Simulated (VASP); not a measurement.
## I: single point with PBEsol

I:

```
I
1.0
     0.00000    2.11790    2.61700
     2.11775    0.00000    2.61700
     2.11775    2.11790    0.00000
I
1
Direct
  0.00000 0.00000 0.00000
```

```yaml
Program: VASP 6.6.1
Task: single point
Functional: PBEsol
Potentials_or_basis: VASP PAW PBE potentials, release 64 (I)
Cutoff: 520 eV
k_mesh: 16 × 16 × 16
Occupations: fermi-dirac, width 0.1 eV
Spin: no spin polarisation
Dipole_correction: no
Further_INCAR_settings: ALGO = Normal; EDIFF = 1e-06; NBANDS = 10
```

| Property | Result |
| --- | --- |
| Pressure | 25.1 GPa |

Levels at points of the mesh, in eV from the Fermi level:
```tsv
k point	band 1	band 2	band 3	band 4	band 5	band 6	band 7	band 8
(0.00, 0.00, 0.00)	-17.06	1.30	2.20	2.20	8.26	9.27	10.60	10.60
(0.50, 0.00, 0.00)	-13.68	-8.24	-1.17	2.31	4.88	9.27	10.54	10.64
(0.50, 0.50, 0.00)	-14.07	-7.94	-0.45	-0.45	4.86	5.13	20.68	20.68
(0.50, 0.00, 0.50)	-11.49	-6.96	-4.03	-1.79	2.28	3.53	15.08	15.55
(0.00, 0.50, 0.50)	-11.49	-6.96	-4.03	-1.79	2.28	3.53	15.08	15.55
```

Wall time 90 s on 1 thread of Intel(R) Xeon(R) Platinum 8259CL CPU @ 2.50GHz (Skylake/Cascade Lake), with other jobs on the host, peak memory 0.26 GiB.

Caveat: the PAW data sets were made with another functional, which shifts forces and pressure a little; spin-orbit coupling is left out, which moves the levels of the heavy elements; an odd number of electrons without spin polarisation forces a metal; a magnetic or distorted state may lie lower.
